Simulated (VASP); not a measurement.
Runs of VASP 6.6.1 on C. The structure is that of space group Fd-3m (No. 227), or close to it. The cells are those of the table. 

| task | cell | k mesh | smearing | gap on the mesh (eV) | pressure (GPa) |
| --- | --- | --- | --- | --- | --- |
| single point | a = 2.513 Å, angles 60.0°, 2 atoms | 10 × 10 × 10 | gaussian 0.02 eV | 4.06 | 0.5 |
| single point | a = 2.513 Å, angles 60.0°, 2 atoms | 10 × 10 × 10 | gaussian 0.01 eV | 4.06 | 0.5 |
| relaxation of cell and atoms | relaxed from a = 2.522 Å, angles 60.0°, 2 atoms | 10 × 10 × 10 | gaussian 0.02 eV | 4.06 | 0.0 |
| single point | a = 2.522 Å, angles 60.0°, 2 atoms | 8 × 8 × 8 | gaussian 0.1 eV | (a) | -4.5 |

Alike in all rows: level PBEsol; potentials or basis VASP PAW PBE potentials, release 64 (C); no spin polarisation; cutoff (eV) 600.

Estimate the missing entries.

(a) 4.00.

Caveats: the PAW data sets were made with another functional, which shifts forces and pressure a little.

A k mesh can miss the band edges.
